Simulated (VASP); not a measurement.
# Sb3O2: relaxation of cell and atoms with PBE

Sb3O2:

```
Sb O
1.0
     3.81296    0.00000    0.00000
    -1.90648    3.30212    0.00000
     0.00000    0.00000    7.93284
Sb O
3 2
Direct
  0.00000 0.00000 0.00000
  0.33333 0.66667 0.69194
  0.66667 0.33333 0.30806
  0.33333 0.66667 0.39477
  0.66667 0.33333 0.60523
```

```yaml
Program: VASP 6.6.1
Task: relaxation of cell and atoms
Functional: PBE
Potentials_or_basis: VASP PAW PBE potentials, release 64 (Sb, O)
Cutoff: 600 eV
k_mesh: 12 × 12 × 6
Occupations: gaussian, width 0.1 eV
Spin: no spin polarisation
Dipole_correction: no
Further_INCAR_settings: ALGO = Normal; EDIFF = 1e-07; IBRION = 2; EDIFFG = -0.01; NSW = 100; ISIF = 3
```

```yaml
Relaxed_volume: 19.88 Å³/atom
Relaxed_cell: a = 3.811 Å, b = 3.811 Å, c = 7.901 Å, α = 90.00°, β = 90.00°, γ = 120.00°
Space_group_after_relaxing_to_0.1_Å: P-3m1 (No. 164)
Energy_gained_by_relaxing: 0.6 meV/atom
Ionic_steps: 7
Pressure_after_relaxing: -0.1 GPa
Largest_force_after_relaxing: 0.004 eV/Å
Band_gap_on_the_k_mesh: zero (an odd number of electrons rules out a gap without spin polarisation)
```

Forces in eV/Å, atoms in the order of the input:
```
Sb   0.000  0.000  0.000
Sb   0.000  0.000  0.004
Sb   0.000  0.000 -0.004
O    0.000  0.000 -0.004
O    0.000  0.000  0.004
```

The path:
```tsv
step	energy change (eV)	largest force (eV/Å)	pressure (GPa)	volume (Å³)
1	0.0000	0.0892	-0.52	99.88
2	-0.0014	0.0848	0.31	98.94
3	-0.0016	0.0859	0.12	99.15
4	-0.0023	0.0558	0.09	99.13
5	-0.0028	0.0381	0.04	99.11
6	-0.0029	0.0246	0.01	99.20
7	-0.0030	0.0040	-0.06	99.38
```

Final structure:
```
Sb O
1.0
     3.81097    0.00000    0.00000
    -1.90548    3.30039    0.00000
     0.00000    0.00000    7.90137
Sb O
3 2
Cartesian
  0.0000 0.0000 0.0000
  0.0000 2.2003 5.4620
  1.9055 1.1001 2.4393
  0.0000 2.2003 3.1398
  1.9055 1.1001 4.7615
```

Levels at points of the mesh, in eV from the Fermi level:
```
           k point  band 10  band 11  band 12  band 13  band 14  band 15  band 16  band 17
(0.00, 0.00, 0.00)    -4.12    -3.60    -0.45     1.17     1.17     2.52     2.70     2.70
(0.50, 0.00, 0.00)    -3.61    -3.24    -2.76    -1.26     0.20     1.26     1.85     2.68
(0.00, 0.00, 0.50)    -4.13    -1.88    -0.82     1.53     1.53     1.78     1.78     1.96
(0.50, 0.00, 0.50)    -4.66    -2.65    -2.06    -1.18     0.09     0.18     2.76     3.18
```

Run time: 21 min on 1 thread of Intel Xeon 8259CL, on a shared host, peak memory 0.38 GiB.

Caveat: spin-orbit coupling is left out, which moves the levels of the heavy elements; an odd number of electrons without spin polarisation forces a metal; a magnetic or distorted state may lie lower.
